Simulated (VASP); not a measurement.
K2S:

```
S K
1.0
     0.00000    3.70276    3.70276
     3.70276    0.00000    3.70276
     3.70276    3.70276    0.00000
S K
1 2
Direct
  0.00000 0.00000 0.00000
  0.25000 0.25000 0.25000
  0.75000 0.75000 0.75000
```

Base run:

- Program: VASP 6.6.1
- Functional: PBE
- Potentials or basis: VASP PAW PBE potentials, release 64 (S, K_sv)
- Cutoff: 500 eV
- k mesh: 4 × 4 × 4
- Occupations: gaussian, width 0.01 eV
- Spin: no spin polarisation

Its results: band gap on the k mesh 2.38 eV, indirect (least direct gap 2.57 eV); pressure 0.5 GPa.

Q: The run is repeated on the same cell with these changes: functional from PBE to r2SCAN; cutoff from 500 eV to 550 eV. What comes out?

A: Band gap on the k mesh 2.76 eV, indirect (least direct gap 2.95 eV); pressure 0.0 GPa.

r2SCAN gives the wider gap, since meta-GGAs in the generalised Kohn-Sham scheme recover part of the derivative discontinuity.

Caveats: the PAW data sets were made with another functional, which shifts forces and pressure a little (some runs).

A k mesh can miss the band edges.
